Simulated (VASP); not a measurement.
# Si2Sn (P6_3/mmc) in VASP: notebook

Si2Sn is run at these levels: PBE; tasks: single point.

Program: VASP 6.6.1. These are calculated values, not measurements. Logs are shortened: lines on timing, memory, paths and dates and some standing lists are left out, and cuts for length are marked.

**1. The cell of the first run**

Symmetry: P6_3/mmc, No. 194, hexagonal system. Conventional cell: a = 3.701 Å, b = 3.701 Å, c = 10.941 Å, α = 90.00°, β = 90.00°, γ = 120.00°. Within 3.1 Å of Si (site symmetry 3m) lie 3 Si at 2.38 Å and 3 Sn at 3.08 Å. Within 4.1 Å of Sn (site symmetry -6m2) lie 8 Si at 3.08 to 3.26 Å and 6 Sn at 3.70 Å.

**2. Single point, PBE**

INCAR

```
SYSTEM = Si2Sn
PREC = Accurate
ENCUT = 520
EDIFF = 1E-7
ISMEAR = 0
SIGMA = 0.1
LREAL = .False.
LASPH = .True.
NELM = 80
ALGO = Normal
ISIF = 2
LWAVE = .False.
LCHARG = .False.
GGA = PE
NBANDS = 31
```

KPOINTS

```
regular mesh
0
Gamma
  12 12 4
  0 0 0
```

POSCAR

```
Si2Sn
1.0
    3.7009692094      0.0000000000      0.0000000000
   -1.8504846047      3.2051333540      0.0000000000
    0.0000000000      0.0000000000     10.9409526864
Si Sn
4 2
Direct
    0.3333333333      0.6666666667      0.0475311317
    0.3333333333      0.6666666667      0.4524688683
    0.6666666667      0.3333333333      0.9524688683
    0.6666666667      0.3333333333      0.5475311317
    0.3333333333      0.6666666667      0.7500000000
    0.6666666667      0.3333333333      0.2500000000
```

Potentials or basis: VASP PAW PBE potentials, release 64 (Si, Sn_d).

Started as:

```bash
> cat potpaw_PBE.64/Si/POTCAR potpaw_PBE.64/Sn_d/POTCAR > POTCAR
> mpirun -np 1 vasp_std > vasp.out
```

OUTCAR:

```text
SYSTEM = Si2Sn
   PREC = Accurate
   ENCUT = 520
   EDIFF = 1E-7
   ISMEAR = 0
   LREAL = .False.
   LASPH = .True.
   NELM = 80
   ISIF = 2
   GGA = PE

 ion  position               nearest neighbor table
   1  0.333  0.667  0.048-   3 2.38   3 2.38   3 2.38   6 3.08   6 3.08   6 3.08   5 3.26
   2  0.333  0.667  0.452-   4 2.38   4 2.38   4 2.38   6 3.08   6 3.08   6 3.08   5 3.26
   3  0.667  0.333  0.952-   1 2.38   1 2.38   1 2.38   5 3.08   5 3.08   5 3.08   6 3.26
   4  0.667  0.333  0.548-   2 2.38   2 2.38   2 2.38   5 3.08   5 3.08   5 3.08   6 3.26
   5  0.333  0.667  0.750-   3 3.08   4 3.08   3 3.08   4 3.08   3 3.08   4 3.08   1 3.26   2 3.26

   6  0.667  0.333  0.250-   1 3.08   2 3.08   1 3.08   2 3.08   1 3.08   2 3.08   3 3.26   4 3.26

  LATTYP: Found a hexagonal cell.
 ALAT       =     3.7009692094
 C/A-ratio  =     2.9562398570

  Lattice vectors:

 A1 = (   3.7009692094,   0.0000000000,   0.0000000000)
 A2 = (  -1.8504846047,   3.2051333540,   0.0000000000)
 A3 = (   0.0000000000,   0.0000000000,  10.9409526864)

Analysis of symmetry for initial positions (statically):
=====================================================================
 Subroutine PRICEL returns:
 Original cell was already a primitive cell.

 Routine SETGRP: Setting up the symmetry group for a
 hexagonal supercell.

 Subroutine GETGRP returns: Found 24 space group operations
 (whereof 12 operations were pure point group operations)
 out of a pool of 24 trial point group operations.

The static configuration has the point symmetry D_3d.
 The point group associated with its full space group is D_6h.

Analysis of symmetry for dynamics (positions and initial velocities):
=====================================================================
 Subroutine PRICEL returns:
 Original cell was already a primitive cell.

 Routine SETGRP: Setting up the symmetry group for a
 hexagonal supercell.

 Subroutine GETGRP returns: Found 24 space group operations
 (whereof 12 operations were pure point group operations)
 out of a pool of 24 trial point group operations.

The dynamic configuration has the point symmetry D_3d.
 The point group associated with its full space group is D_6h.

 Subroutine INISYM returns: Found 24 space group operations
 (whereof 12 operations are pure point group operations),
 and found     1 'primitive' translations

----------------------------------------------------------------------------------------

                                     Primitive cell

  volume of cell :     129.7827

  direct lattice vectors                    reciprocal lattice vectors
     3.700969209  0.000000000  0.000000000     0.270199492  0.155999749  0.000000000
    -1.850484605  3.205133354  0.000000000     0.000000000  0.311999499  0.000000000
     0.000000000  0.000000000 10.940952686     0.000000000  0.000000000  0.091399719

  length of vectors
     3.700969209  3.700969209 10.940952686     0.311999499  0.311999499  0.091399719

  position of ions in fractional coordinates (direct lattice)
     0.333333333  0.666666667  0.047531132
     0.333333333  0.666666667  0.452468868
     0.666666667  0.333333333  0.952468868
     0.666666667  0.333333333  0.547531132
     0.333333333  0.666666667  0.750000000
     0.666666667  0.333333333  0.250000000

  ion indices of the primitive-cell ions
   primitive index   ion index
                 1           1
                 2           2
                 3           3
                 4           4
                 5           5
                 6           6

----------------------------------------------------------------------------------------

 KPOINTS: regular mesh

Automatic generation of k-mesh.
 Grid dimensions read from file:
 generate k-points for:   12   12    4

 Generating k-lattice:

  Cartesian coordinates                     Fractional coordinates (reciprocal lattice)
     0.022516624  0.012999979  0.000000000     0.083333333  0.000000000  0.000000000
     0.000000000  0.025999958  0.000000000     0.000000000  0.083333333  0.000000000
     0.000000000  0.000000000  0.022849930     0.000000000  0.000000000  0.250000000

  Length of vectors
     0.025999958  0.025999958  0.022849930

  Shift w.r.t. Gamma in fractional coordinates (k-lattice)
     0.000000000  0.000000000  0.000000000

 Subroutine IBZKPT returns following result:
 ===========================================

 Found     57 irreducible k-points:

 Following reciprocal coordinates:
            Coordinates               Weight
  0.000000  0.000000  0.000000      1.000000
  0.083333 -0.000000  0.000000      6.000000
  0.166667 -0.000000  0.000000      6.000000
  0.250000 -0.000000  0.000000      6.000000
  0.333333 -0.000000  0.000000      6.000000
  0.416667  0.000000  0.000000      6.000000
[... 16 lines left out ...]
  0.250000 -0.000000  0.250000     12.000000
  0.333333 -0.000000  0.250000     12.000000
 [... further k-points ...]
   k-points           NKPTS =     57   k-points in BZ     NKDIM =     57   number of bands    NBANDS=     31
   number of dos      NEDOS =    301   number of ions     NIONS =      6
   total plane-waves  NPLWV =  65856
   dimension x,y,z NGX =    28 NGY =   28 NGZ =   84
   dimension x,y,z NGXF=    56 NGYF=   56 NGZF=  168
   ions per type =               4   2
   NGX,Y,Z   is equivalent  to a cutoff of  12.58, 12.58, 12.76 a.u.
   NGXF,Y,Z  is equivalent  to a cutoff of  25.15, 25.15, 25.53 a.u.
 SYSTEM =  Si2Sn
   PREC   = accura    normal or accurate (medium, high low for compatibility)
   ISTART =      0    job   : 0-new  1-cont  2-samecut
   ICHARG =      2    charge: 1-file 2-atom 10-const
   ISPIN  =      1    spin polarized calculation?
   LNONCOLLINEAR =      F non collinear calculations
   LSORBIT =      F    spin-orbit coupling
   LASPH  =      T    aspherical Exc in radial PAW
   ENCUT  =  520.0 eV  38.22 Ry    6.18 a.u.   6.88  6.88 20.34*2*pi/ulx,y,z
   NELM   =     80;   NELMIN=  2; NELMDL= -5     # of ELM steps
   EDIFF  = 0.1E-06   stopping-criterion for ELM
   LREAL  =      F    real-space projection
   EDIFFG = 0.1E-05   stopping-criterion for IOM
   NSW    =      0    number of steps for IOM
   IBRION =     -1    ionic relax: 0-MD 1-quasi-New 2-CG
   NFREE  =      0    steps in history (QN), initial steepest desc. (CG)
   ISIF   =      2    stress and relaxation
   ISYM   =      2    0-nonsym 1-usesym 2-fastsym
   POTIM  = 0.5000    time-step for ionic-motion
   TEBEG  =    0.0;   TEEND  =   0.0 temperature during run
   PSTRESS=    0.0 pullay stress
   NELECT =      44.0000    total number of electrons
   NUPDOWN=      -1.0000    fix difference up-down
   EMIN   =  10.00;   EMAX   =-10.00  energy-range for DOS
   EFERMI =   0.00;   METHOD = LEGACY
   ISMEAR =     0;   SIGMA  =   0.10  broadening in eV -4-tet -1-fermi 0-gaus
   EFERMI_NEDOS =   21; number of points for ismear=-14 and -15
   IALGO  =     38    algorithm
   IMIX   =      4    mixing-type and parameters
     AMIX     =   0.40;   BMIX     =  1.00
     AMIX_MAG =   1.60;   BMIX_MAG =  1.00
  volume/ion in A,a.u.               =      21.63       145.97
  Fermi-wavevector in a.u.,A,eV,Ry     =   1.141529  2.157176 17.729584  1.303088
  Thomas-Fermi vector in A             =   2.278229
   LORBIT       =      0    0 simple, 1 ext, 2 COOP (PROOUT), +10 PAW based schemes
   GGA     = PE    functional components
   LHFCALC =     F    Hartree Fock is set to
   AEXX    =    0.0000 exact exchange contribution
   IVDW    =     0    specifies the selected vdW correction
   LEPSILON=     F    determine dielectric tensor
   LRPA    =     F    only Hartree local field effects (RPA)
 non-spin polarized calculation
 Gauss-broadening in eV      SIGMA  =   0.10
  energy-cutoff  :      520.00
  volume of cell :      129.78
 maximum number of plane-waves:      3516
 NGX is ok and might be reduce to    28
   NGX = 13   NGY = 13   NGZ = 41

 number of electron      43.9999987 magnetization

 Free energy of the ion-electron system (eV)
  ---------------------------------------------------
  ext. energy  EPLUGINS =         0.00000000
  ---------------------------------------------------
  free energy    TOTEN  =       -27.75109830 eV

  energy without entropy =      -27.74283530  energy(sigma->0) =      -27.74696680

 E-fermi :   7.2007     XC(G=0): -10.0584

 val. band max:        7.1743869853   @ k =   0.2500  -0.0000   0.0000
 cond. band min:       7.2457652076   @ k =   0.1667   0.0833   0.0000
 fundamental gap:      0.0713782223
 Fermi energy:         7.2007251921

 k-point     1 :       0.0000    0.0000    0.0000
  band No.  band energies     occupation
      1     -14.3413      2.00000
      2     -14.3392      2.00000
      3     -14.3281      2.00000
      4     -14.3281      2.00000
      5     -14.3281      2.00000
      6     -14.3281      2.00000
[... 23 lines left out ...]
     30      10.8957      0.00000
     31      12.1989      0.00000

 k-point     2 :       0.0833   -0.0000    0.0000
  band No.  band energies     occupation
      1     -14.3394      2.00000
      2     -14.3374      2.00000
      3     -14.3283      2.00000
      4     -14.3282      2.00000
      5     -14.3242      2.00000
      6     -14.3242      2.00000
[... 23 lines left out ...]
     30      11.5425      0.00000
     31      11.8738      0.00000

 k-point     3 :       0.1667   -0.0000    0.0000
  band No.  band energies     occupation
      1     -14.3377      2.00000
      2     -14.3366      2.00000
      3     -14.3253      2.00000
      4     -14.3244      2.00000
      5     -14.3137      2.00000
      6     -14.3136      2.00000
[... 23 lines left out ...]
     30      11.8322      0.00000
     31      12.0484      0.00000

 k-point     4 :       0.2500   -0.0000    0.0000
  band No.  band energies     occupation
      1     -14.3405      2.00000
      2     -14.3400      2.00000
      3     -14.3166      2.00000
      4     -14.3164      2.00000
      5     -14.3160      2.00000
      6     -14.3148      2.00000
[... 23 lines left out ...]
     30      12.0642      0.00000
     31      13.1795      0.00000

 k-point     5 :       0.3333   -0.0000    0.0000
  band No.  band energies     occupation
      1     -14.3445      2.00000
      2     -14.3442      2.00000
      3     -14.3245      2.00000
      4     -14.3242      2.00000
      5     -14.3062      2.00000
      6     -14.3059      2.00000
[... 23 lines left out ...]
     30      12.0545      0.00000
     31      12.4227      0.00000
[... 542 lines left out ...]
     30      11.1799      0.00000
     31      11.6458      0.00000

 k-point    22 :       0.1667   -0.0000    0.2500
  band No.  band energies     occupation
      1     -14.3375      2.00000
      2     -14.3367      2.00000
      3     -14.3251      2.00000
      4     -14.3246      2.00000
      5     -14.3136      2.00000
      6     -14.3136      2.00000
[... 23 lines left out ...]
     30      11.8194      0.00000
     31      12.0123      0.00000

 k-point    23 :       0.2500   -0.0000    0.2500
  band No.  band energies     occupation
      1     -14.3404      2.00000
      2     -14.3401      2.00000
      3     -14.3166      2.00000
      4     -14.3165      2.00000
      5     -14.3157      2.00000
      6     -14.3149      2.00000
[... 23 lines left out ...]
     30      12.4841      0.00000
     31      12.5000      0.00000

 k-point    24 :       0.3333   -0.0000    0.2500
  band No.  band energies     occupation
      1     -14.3445      2.00000
      2     -14.3443      2.00000
      3     -14.3245      2.00000
      4     -14.3243      2.00000
      5     -14.3061      2.00000
      6     -14.3059      2.00000
[... 23 lines left out ...]
     30      11.6058      0.00000
     31      12.6468      0.00000

 [... further k-points ...]

------------------------ aborting loop because EDIFF is reached ----------------------------------------

  FORCE on cell =-STRESS in cart. coord.  units (eV):
  Direction    XX          YY          ZZ          XY          YZ          ZX
  --------------------------------------------------------------------------------------
  -------------------------------------------------------------------------------------
  Total       -0.0407452     -0.0407452     -0.0750124     -0.0000000     -0.0000000      0.0000000
  in kB       -0.5030029     -0.5030029     -0.9260334     -0.0000000     -0.0000000      0.0000000
  external PRESSURE =      -0.6440130 kB  Pullay stress =       0.0000000 kB

 VOLUME and BASIS-vectors are now :
 -----------------------------------------------------------------------------
  energy-cutoff  :      520.00
  volume of cell :      129.78
      direct lattice vectors                 reciprocal lattice vectors
     3.700969209  0.000000000  0.000000000     0.270199492  0.155999749  0.000000000
    -1.850484605  3.205133354  0.000000000     0.000000000  0.311999499  0.000000000
     0.000000000  0.000000000 10.940952686     0.000000000  0.000000000  0.091399719

 POSITION                                       TOTAL-FORCE (eV/Angst)
 -----------------------------------------------------------------------------------
     -0.00000      2.13676      0.52004         0.000000     -0.000000     -0.009187
     -0.00000      2.13676      4.95044         0.000000      0.000000      0.009187
      1.85048      1.06838     10.42092        -0.000000      0.000000      0.009187
      1.85048      1.06838      5.99051         0.000000     -0.000000     -0.009187
     -0.00000      2.13676      8.20571         0.000000      0.000000      0.000000
      1.85048      1.06838      2.73524        -0.000000     -0.000000      0.000000
 -----------------------------------------------------------------------------------
    total drift:                               -0.000000      0.000000      0.000000

  FREE ENERGIE OF THE ION-ELECTRON SYSTEM (eV)
  ---------------------------------------------------
  free  energy   TOTEN  =       -27.7510983035 eV

  energy  without entropy=      -27.7428353044  energy(sigma->0) =      -27.74696680
```

Run time: 5.4 min. Hardware: 1 thread of Intel Xeon 8259CL, shared host; peak memory 0.36 GiB.

What came out:

```
Free energy            : -27.7511 eV
Pressure               : -0.1 GPa
Largest force          : 0.009 eV/Å
Band gap on the k mesh : zero (bands 22 and 23 overlap by 4.60 eV)
```

Forces on the atoms (eV/Å):
```
Si   0.000  0.000 -0.009
Si   0.000  0.000  0.009
Si   0.000  0.000  0.009
Si   0.000  0.000 -0.009
Sn   0.000  0.000  0.000
Sn   0.000  0.000  0.000
```

Caveat: spin-orbit coupling is left out, which moves the levels of the heavy elements.

**3. Single point, PBE**

INCAR

```
ALGO = Normal ; EDIFF = 1E-6
ENCUT = 520 ; GGA = PE
ISIF = 2 ; ISMEAR = 0
LASPH = T ; LCHARG = F
LREAL = F ; LWAVE = F
NBANDS = 31 ; NELM = 80
PREC = Accurate ; SIGMA = 0.1
```

KPOINTS

```
k-points
0
Gamma
  12 12 4
```

POSCAR is that of step 2.

Potentials or basis: VASP PAW PBE potentials, release 64 (Si, Sn_d).

Started as:

```bash
> cat potpaw_PBE.64/Si/POTCAR potpaw_PBE.64/Sn_d/POTCAR > POTCAR
> mpirun -np 1 vasp_std > vasp.out
```

Wall time 4.5 min (1 thread of Intel Xeon 8259CL, shared host); peak memory 0.36 GiB.

Results (log left out):

- Free energy: -27.7511 eV
- Pressure: -0.1 GPa
- Largest force: 0.009 eV/Å
- Band gap on the k mesh: zero (bands 22 and 23 overlap by 4.60 eV)

Forces on the atoms (eV/Å):
```
Si   0.000  0.000 -0.009
Si   0.000  0.000  0.009
Si   0.000  0.000  0.009
Si   0.000  0.000 -0.009
Sn   0.000  0.000  0.000
Sn   0.000  0.000  0.000
```

Levels at points of the mesh, in eV from the Fermi level:
```csv
k point,band 20,band 21,band 22,band 23,band 24,band 25
"(0.00, 0.00, 0.00)",-0.13,-0.13,2.46,2.69,3.29,3.29
"(0.50, 0.00, 0.00)",-2.21,-1.85,-1.45,0.48,1.19,1.26
"(0.00, 0.00, 0.50)",-0.26,1.90,1.90,3.24,3.24,3.37
"(0.50, 0.00, 0.50)",-2.05,-1.18,-1.18,0.67,0.67,1.17
```

Caveat: spin-orbit coupling is left out, which moves the levels of the heavy elements.

The gap in the log of VASP goes by the Fermi energy; the results here count the filled bands.